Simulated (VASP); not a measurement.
Here is a VASP 6.6.1 calculation.

The input INCAR:

```
SYSTEM = EuMnSbF
ALGO = Normal
EDIFF = 1E-6
ENCUT = 600
GGA = PS
GGA_COMPAT = .FALSE.
ISIF = 2
ISMEAR = 0
ISPIN = 2
KPAR = 4
LASPH = .TRUE.
LCHARG = .FALSE.
LMAXMIX = 6
LORBIT = 11
LREAL = .FALSE.
LWAVE = .FALSE.
MAGMOM = 7.3 7.3 4.14 4.14 0 0 0 0
NBANDS = 56
NELM = 200
PREC = Accurate
SIGMA = 0.05
```

File KPOINTS:

```
Automatic mesh
0
Gamma
  8 8 4
  0.5 0.5 0.5
```

POSCAR

```
EuMnSbF
1.0
    3.9998683763      0.0000000000      0.0000000000
    0.0000000000      3.9998683763      0.0000000000
    0.0000000000      0.0000000000      9.2630481965
Eu Mn Sb F
2 2 2 2
Direct
    0.5000000000      0.0000000000      0.1562779629
    0.0000000000      0.5000000000      0.8437220371
    0.0000000000      0.0000000000      0.5000000000
    0.5000000000      0.5000000000      0.5000000000
    0.0000000000      0.5000000000      0.3244616563
    0.5000000000      0.0000000000      0.6755383437
    0.5000000000      0.5000000000      0.0000000000
    0.0000000000      0.0000000000      0.0000000000
```

Potentials or basis: VASP PAW PBE potentials, release 64 (Eu, Mn_pv, Sb, F).

Run with:

```console
$ cat potpaw_PBE.64/Eu/POTCAR potpaw_PBE.64/Mn_pv/POTCAR potpaw_PBE.64/Sb/POTCAR potpaw_PBE.64/F/POTCAR > POTCAR
$ mpirun -np 4 vasp_std > vasp.out
```

Task: What does it give for the net moment?

Result: 17.64 μB per cell.

Task: What does it give for the pressure?

Result: -0.7 GPa.

Task: What does it give for the site moments?

Result: Eu +6.48; Mn +2.17; Sb -0.11; F -0.02 μB.

Task: Estimate the largest force.

Result: 0.030 eV/Å.

Stress tensor (GPa, compression positive):
```
-1.02  0.00  0.00
 0.00 -1.02  0.00
 0.00  0.00  0.06
```

Caveat: the PAW data sets were made with another functional, which shifts forces and pressure a little; only a ferromagnetic start was run, and an antiferromagnetic order may lie lower in energy. The state reached can hang on the start; a lower one may exist.
